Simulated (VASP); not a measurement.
A run of VASP 6.6.1 is set up as follows.

Contents of POSCAR:

```
Al31ZnHO48
1.0
    4.8078835245      2.7758328471      8.7484141875
   -4.8078835245      2.7758328471      8.7484141875
    0.0000000000     -5.5516656942      8.7484141875
Al Zn O H
31 1 48 1
Direct
    0.3258027292      0.3285329497      0.3281043812
    0.0748584282      0.0753415534      0.0737570409
    0.1739675987      0.1758433175      0.1806298131
    0.3321729405      0.3158929248      0.8405663091
    0.4261983009      0.4300259536      0.9308344989
    0.0740820384      0.0749599611      0.5747036484
    0.1764750439      0.1731516713      0.6751922382
    0.3226969860      0.8260935093      0.3245257853
    0.4256088408      0.9294982468      0.4254887940
    0.0724778706      0.5750985073      0.0770897629
    0.1739666855      0.6790125652      0.1761930328
    0.3226629485      0.8258753760      0.8257244867
    0.4268193653      0.9267274780      0.9266199123
    0.0616048688      0.5890432162      0.5626356824
    0.1690703658      0.6790275372      0.6835229585
    0.8252459273      0.3251454290      0.3249871947
    0.9264964104      0.4266432291      0.4278929708
    0.5747237704      0.0752221024      0.0764362934
    0.6757808151      0.1790491211      0.1756700823
    0.8227430880      0.3256815728      0.8253446297
    0.9246210636      0.4286784910      0.9287438233
    0.5714596923      0.0781392472      0.5738504693
    0.6798417367      0.1746804378      0.6759831092
    0.8204859639      0.8270521013      0.3242716309
    0.9223209996      0.9323298639      0.4254076871
    0.5724514430      0.5759304901      0.0746809760
    0.6744331257      0.6796399479      0.1761588200
    0.8223871091      0.8253634316      0.8253134704
    0.9251706031      0.9278750607      0.9270588823
    0.5724122138      0.5741652229      0.5751120321
    0.6716740541      0.6788686939      0.6778938619
    0.4406095067      0.4327058036      0.4218897550
    0.2211476797      0.0264181364      0.3778231754
    0.4713987013      0.1271262465      0.2788933404
    0.0276494710      0.3756992851      0.2237454081
    0.3739769842      0.2218211434      0.0351484316
    0.1253831395      0.2781070364      0.4727083522
    0.2755026132      0.4745628348      0.1272123781
    0.2206376700      0.0302264329      0.8754530186
    0.4721359773      0.1249769282      0.7821087278
    0.0361894322      0.3784836950      0.7181675732
    0.3732274861      0.2132216666      0.5325606851
    0.1258072070      0.2801988488      0.9733474638
    0.2729938577      0.4536199534      0.6478006997
    0.2094658652      0.5339152269      0.3756912200
    0.4743124683      0.6429795059      0.2633360243
    0.0265151839      0.8779015827      0.2228052567
    0.3737664007      0.7245957860      0.0275582130
    0.1243194967      0.7751729337      0.4744939165
    0.2774573150      0.9748769501      0.1250950977
    0.2219433630      0.5290040687      0.8782263481
    0.4712131956      0.6266690646      0.7794607274
    0.0263997719      0.8771633461      0.7239322109
    0.3718145919      0.7150554847      0.5319578353
    0.1234108396      0.7806156504      0.9729326559
    0.2762367489      0.9685577757      0.6272754816
    0.7209790417      0.0314099589      0.3743071410
    0.9734014407      0.1261179287      0.2785830182
    0.5297215291      0.3780347485      0.2100642284
    0.8768239455      0.2246524205      0.0261718285
    0.6407030821      0.2641461677      0.4772267136
    0.7776104479      0.4726623315      0.1267014305
    0.7217792297      0.0294599260      0.8768241061
    0.9717911088      0.1272793716      0.7795884650
    0.5284904208      0.3742510105      0.7253967411
    0.8775312121      0.2224732438      0.5304958824
    0.6260752237      0.2789725463      0.9705153329
    0.7787936549      0.4735341864      0.6260838312
    0.7200065328      0.5284833673      0.3769356465
    0.9668442450      0.6283601775      0.2786380392
    0.5281762228      0.8782071185      0.2240020827
    0.8746500814      0.7227837141      0.0288228347
    0.6216376846      0.7792639331      0.4734492714
    0.7782747569      0.9744125583      0.1249773815
    0.7239885453      0.5298948548      0.8732481137
    0.9717105125      0.6267515871      0.7777307275
    0.5267272424      0.8771389314      0.7223879901
    0.8666899700      0.7289437796      0.5273133931
    0.6269955674      0.7808349880      0.9679702514
    0.7809102333      0.9682848786      0.6275135452
    0.2138975650      0.3795401182      0.6892336636
```

File INCAR.step1:

```
SYSTEM = Al31ZnHO48
PREC = Accurate
ENCUT = 580
ISMEAR = -1
SIGMA = 0.01
LREAL = Auto
LASPH = .TRUE.
NELM = 120
NBANDS = 243
GGA = PE
ALGO = Normal
EDIFF = 1E-5
LWAVE = .TRUE.
LCHARG = .FALSE.
GGA_COMPAT = .FALSE.
```

INCAR.step2

```
SYSTEM = Al31ZnHO48
PREC = Accurate
ENCUT = 580
EDIFF = 1E-6
ISMEAR = -1
SIGMA = 0.01
LREAL = Auto
LASPH = .TRUE.
NELM = 120
ALGO = Normal
ISIF = 2
LWAVE = .FALSE.
LCHARG = .FALSE.
METAGGA = R2SCAN
LMIXTAU = .TRUE.
NBANDS = 243
ISTART = 1
GGA_COMPAT = .FALSE.
```

File KPOINTS:

```
Automatic mesh
0
G
  1 1 1
  0 0 0
```

Potentials or basis: VASP PAW PBE potentials, release 64 (Al, Zn, O, H).

Launch:

```sh
$ cat potpaw_PBE.64/Al/POTCAR potpaw_PBE.64/Zn/POTCAR potpaw_PBE.64/O/POTCAR potpaw_PBE.64/H/POTCAR > POTCAR
$ cp INCAR.step1 INCAR
$ mpirun -np 1 vasp_gam > vasp.out
$ cp INCAR.step2 INCAR
$ mpirun -np 1 vasp_gam > vasp.out
```

Problem. Predict the band gap on the k mesh.

Solution. 6.05 eV.

Problem. Predict the pressure.

Solution. -5.4 GPa.

Problem. What does it give for the largest force?

Solution. 0.316 eV/Å.

Stress tensor (GPa, compression positive):
```
-5.01 -0.33  0.51
-0.33 -5.80 -0.49
 0.51 -0.49 -5.53
```

Caveat: the k points lie up to 0.79 Å⁻¹ apart; the PAW data sets were made with another functional, which shifts forces and pressure a little.
